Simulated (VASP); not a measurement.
# As (R-3m) in VASP: vibrations by perturbation theory with PBEsol

Aim: the vibrations by perturbation theory of As with PBEsol.

Everything below comes from runs of VASP 6.6.1. Logs are shortened: lines on timing, memory, paths and dates and some standing lists are left out, and cuts for length are marked.

## (1) The cell of the first run

Symmetry: R-3m, No. 166, trigonal system. The conventional cell has a = 3.783 Å, b = 3.783 Å, c = 10.083 Å, α = 90.00°, β = 90.00°, γ = 120.00°. Within 3.3 Å of As (site symmetry 3m) lie 6 As at 2.53 to 3.02 Å.

## (2) Vibrations by perturbation theory, PBEsol

Input file INCAR:

```
PREC = Accurate
ENCUT = 520
EDIFF = 1E-8
ISMEAR = 1
SIGMA = 0.2
LREAL = F
LASPH = T
NELM = 80
ALGO = Normal
ISIF = 2
LWAVE = F
LCHARG = F
GGA = PS
IBRION = 8
NSW = 1
```

Input file KPOINTS:

```
regular mesh
0
Gamma
  12 12 12
```

Input file POSCAR:

```
As
1.0
    1.8913928289      1.0919961589      3.3611651760
   -1.8913928289      1.0919961589      3.3611651760
    0.0000000000     -2.1839923178      3.3611651760
As
2
Direct
    0.2302352090      0.2302352090      0.2302352090
    0.7697647910      0.7697647910      0.7697647910
```

Potentials or basis: VASP PAW PBE potentials, release 64 (As).

Command:

```sh
cat potpaw_PBE.64/As/POTCAR > POTCAR
mpirun -np 1 vasp_std > vasp.out
```

OUTCAR:

```text
PREC = Accurate
   ENCUT = 520
   EDIFF = 1E-8
   ISMEAR = 1
   LREAL = F
   LASPH = T
   NELM = 80
   ISIF = 2
   GGA = PS
   IBRION = 8
   NSW = 1

 ion  position               nearest neighbor table
   1  0.230  0.230  0.230-   2 2.53   2 2.53   2 2.53
   2  0.770  0.770  0.770-   1 2.53   1 2.53   1 2.53

  LATTYP: Found a trigonal (rhomboedric) cell.
 ALAT       =     4.0083979075
 COS(alpha) =     0.5547008990

  Lattice vectors:

 A1 = (   1.8913928289,   1.0919961589,   3.3611651760)
 A2 = (  -1.8913928289,   1.0919961589,   3.3611651760)
 A3 = (   0.0000000000,  -2.1839923178,   3.3611651760)

Analysis of symmetry for initial positions (statically):
=====================================================================
 Subroutine PRICEL returns:
 Original cell was already a primitive cell.

 Routine SETGRP: Setting up the symmetry group for a
 trigonal (rhombohedral) supercell.

 Subroutine GETGRP returns: Found 12 space group operations
 (whereof 12 operations were pure point group operations)
 out of a pool of 12 trial point group operations.

The static configuration has the point symmetry D_3d.

Analysis of symmetry for dynamics (positions and initial velocities):
=====================================================================
 Subroutine PRICEL returns:
 Original cell was already a primitive cell.

 Routine SETGRP: Setting up the symmetry group for a
 trigonal (rhombohedral) supercell.

 Subroutine GETGRP returns: Found 12 space group operations
 (whereof 12 operations were pure point group operations)
 out of a pool of 12 trial point group operations.

The dynamic configuration has the point symmetry D_3d.

 Subroutine INISYM returns: Found 12 space group operations
 (whereof 12 operations are pure point group operations),
 and found     1 'primitive' translations

----------------------------------------------------------------------------------------

                                     Primitive cell

  volume of cell :      41.6528

  direct lattice vectors                    reciprocal lattice vectors
     1.891392829  1.091996159  3.361165176     0.264355449  0.152625689  0.099171958
    -1.891392829  1.091996159  3.361165176    -0.264355449  0.152625689  0.099171958
     0.000000000 -2.183992318  3.361165176     0.000000000 -0.305251379  0.099171958

  length of vectors
     4.008397907  4.008397907  4.008397907     0.320957134  0.320957134  0.320957134

  position of ions in fractional coordinates (direct lattice)
     0.230235209  0.230235209  0.230235209
     0.769764791  0.769764791  0.769764791

  ion indices of the primitive-cell ions
   primitive index   ion index
                 1           1
                 2           2

----------------------------------------------------------------------------------------

 KPOINTS: regular mesh

Automatic generation of k-mesh.
 Grid dimensions read from file:
 generate k-points for:   12   12   12

 Generating k-lattice:

  Cartesian coordinates                     Fractional coordinates (reciprocal lattice)
     0.022029621  0.012718807  0.008264330     0.083333333  0.000000000  0.000000000
    -0.022029621  0.012718807  0.008264330     0.000000000  0.083333333  0.000000000
     0.000000000 -0.025437615  0.008264330     0.000000000  0.000000000  0.083333333

  Length of vectors
     0.026746428  0.026746428  0.026746428

  Shift w.r.t. Gamma in fractional coordinates (k-lattice)
     0.000000000  0.000000000  0.000000000

 Subroutine IBZKPT returns following result:
 ===========================================

 Found    189 irreducible k-points:

[... 77 lines left out ...]
 Methfessel and Paxton  Order N= 1 SIGMA  =   0.20
  energy-cutoff  :      520.00
  volume of cell :       41.65
 maximum number of plane-waves:      1132
 NGX is ok and might be reduce to    30
   NGX = 15   NGY = 15   NGZ = 15

--------------------------------------- Ionic step        1  -------------------------------------------

 number of electron      10.0000000 magnetization

 Free energy of the ion-electron system (eV)
  ---------------------------------------------------
  ext. energy  EPLUGINS =         0.00000000
  ---------------------------------------------------
  free energy    TOTEN  =       -10.21749912 eV

  energy without entropy =      -10.21865011  energy(sigma->0) =      -10.21788279

 E-fermi :   5.6281     XC(G=0): -10.2777

 val. band max:        5.5169422272   @ k =   0.4167   0.3333   0.3333
 cond. band min:       5.6548021271   @ k =   0.4167   0.0833   0.0833
 fundamental gap:      0.1378598999
 Fermi energy:         5.6281377112

 k-point     1 :       0.0000    0.0000    0.0000
  band No.  band energies     occupation
      1      -9.5168      2.00000
      2       0.1087      2.00000
      3       3.2792      2.00000
      4       3.5678      2.00000
      5       3.5678      2.00000
      6       7.7369     -0.00000
      7       8.7777     -0.00000
      8       8.7777     -0.00000
      9      12.0891      0.00000
[... 265 lines left out ...]
 k-point    24 :      -0.4167    0.1667   -0.0000
  band No.  band energies     occupation
      1      -6.4494      2.00000
      2      -5.4793      2.00000
      3       1.0554      2.00000
      4       2.8259      2.00000
      5       3.6522      2.00000
      6       6.8007     -0.00000
      7       7.1297     -0.00000
      8       9.2553     -0.00000
      9      13.6484      0.00000

 [... further k-points ...]
[... 5 lines left out ...]
  --------------------------------------------------------------------------------------
  -------------------------------------------------------------------------------------
  Total        0.1200776      0.1200776      0.0858519      0.0000000      0.0000000      0.0000000
  in kB        4.6187937      4.6187937      3.3023008      0.0000000      0.0000000      0.0000000
  external PRESSURE =       4.1799627 kB  Pullay stress =       0.0000000 kB

 VOLUME and BASIS-vectors are now :
 -----------------------------------------------------------------------------
  energy-cutoff  :      520.00
  volume of cell :       41.65
      direct lattice vectors                 reciprocal lattice vectors
     1.891392829  1.091996159  3.361165176     0.264355449  0.152625689  0.099171958
    -1.891392829  1.091996159  3.361165176    -0.264355449  0.152625689  0.099171958
     0.000000000 -2.183992318  3.361165176     0.000000000 -0.305251379  0.099171958

 POSITION                                       TOTAL-FORCE (eV/Angst)
 -----------------------------------------------------------------------------------
      0.00000      0.00000      2.32158         0.000000     -0.000000      0.056641
      0.00000      0.00000      7.76192         0.000000      0.000000     -0.056641
 -----------------------------------------------------------------------------------
    total drift:                                0.000000      0.000000      0.000000

  FREE ENERGIE OF THE ION-ELECTRON SYSTEM (eV)
  ---------------------------------------------------
  free  energy   TOTEN  =       -10.2174991243 eV

  energy  without entropy=      -10.2186501065  energy(sigma->0) =      -10.21788279

[... ionic steps 2 to 3 ...]

--------------------------------------- Ionic step        4  -------------------------------------------

------------------------ aborting loop because EDIFF is reached ----------------------------------------

[... ionic steps 5 to 5 ...]

--------------------------------------- Ionic step        6  -------------------------------------------

 Free energy of the ion-electron system (eV)
  ---------------------------------------------------
  ---------------------------------------------------
  free energy    TOTEN  =        -0.04006730 eV

  energy without entropy =       -0.04006772

------------------------ aborting loop because EDIFF is reached ----------------------------------------

 INTERNAL STRAIN TENSOR  FOR ION    1  DIRECTION 3   (eV/Angst):
 -----------------------------------------------------------------------------
    -4.36802 -0.00000  0.00000
    -0.00000 -4.36802  0.00000
     0.00000 -0.00000 -8.70149

 INTERNAL STRAIN TENSOR FOR ION    2 for displacements in x,y,z  (eV/Angst):
          X           Y           Z          XY          YZ          ZX
  --------------------------------------------------------------------------------
  x     0.00000     0.00000    -0.00000    -1.10721     0.00000     5.50350
  y    -1.10721     1.10721     0.00000     0.00000     5.63260     0.00000
  z     4.36802     4.36802     8.70149     0.00000     0.00000     0.00000

 SECOND DERIVATIVES (NOT SYMMETRIZED)
 ------------------------------------
               1X          1Y          1Z          2X          2Y          2Z
  1X    -4.022959    0.000000    0.000000    4.022959   -0.000000   -0.000000
  1Y    -0.000000   -4.022959   -0.000000    0.000000    4.022959    0.000000
  1Z     0.000000    0.000000   -7.910728    0.000000    0.000000    7.910728
  2X     4.022959   -0.000000   -0.000000   -4.022959    0.000000    0.000000
  2Y     0.000000    4.022959    0.000000   -0.000000   -4.022959   -0.000000
  2Z     0.000000    0.000000    7.910728    0.000000    0.000000   -7.910728

 Eigenvectors and eigenvalues of the dynamical matrix
 ----------------------------------------------------

   1 f  =    7.184049 THz    45.138711 2PiTHz  239.634078 cm-1    29.710826 meV
             X         Y         Z           dx          dy          dz
      0.000000  0.000000  2.321576    -0.000000    0.000000    0.707107
      0.000000  0.000000  7.761920     0.000000    0.000000   -0.707107
[... 16 lines left out ...]
   5 f  =    0.000000 THz     0.000000 2PiTHz    0.000000 cm-1     0.000000 meV
             X         Y         Z           dx          dy          dz
      0.000000  0.000000  2.321576    -0.000000    0.000000    0.707107
      0.000000  0.000000  7.761920     0.000000    0.000000    0.707107

   6 f/i=    0.000000 THz     0.000001 2PiTHz    0.000003 cm-1     0.000000 meV
             X         Y         Z           dx          dy          dz
      0.000000  0.000000  2.321576    -0.649458   -0.279651   -0.000000
      0.000000  0.000000  7.761920    -0.649458   -0.279651    0.000000

--------------------------------------------------------------------------------------------------------

 ELASTIC MODULI CONTR FROM IONIC RELAXATION (kBar)
 Direction    XX          YY          ZZ          XY          YZ          ZX
 --------------------------------------------------------------------------------
 XX        -104.4941    -81.0511   -184.8114      0.0000     59.6295     -0.0000
 YY         -81.0511   -104.4941   -184.8114      0.0000    -59.6295     -0.0000
 ZZ        -184.8114   -184.8114   -368.1607      0.0000     -0.0000     -0.0000
 XY           0.0000      0.0000      0.0000    -11.7215      0.0000     58.2628
 YZ          59.6295    -59.6295     -0.0000      0.0000   -303.3468     -0.0000
 ZX          -0.0000     -0.0000     -0.0000     58.2628     -0.0000   -289.6005
 --------------------------------------------------------------------------------
```

Wall time 16 min (1 thread of AMD EPYC 7R13, shared host); peak memory 0.7 GiB.

Results:

| Item | Value |
| --- | --- |
| Highest phonon frequency at Γ | 240 cm⁻¹ |

Phonon frequencies in cm⁻¹ (negative: imaginary):
```
              q point        frequencies
(0.000, 0.000, 0.000)  0 0 0 171 171 240
```

Caveat: the PAW data sets were made with another functional, which shifts forces and pressure a little.
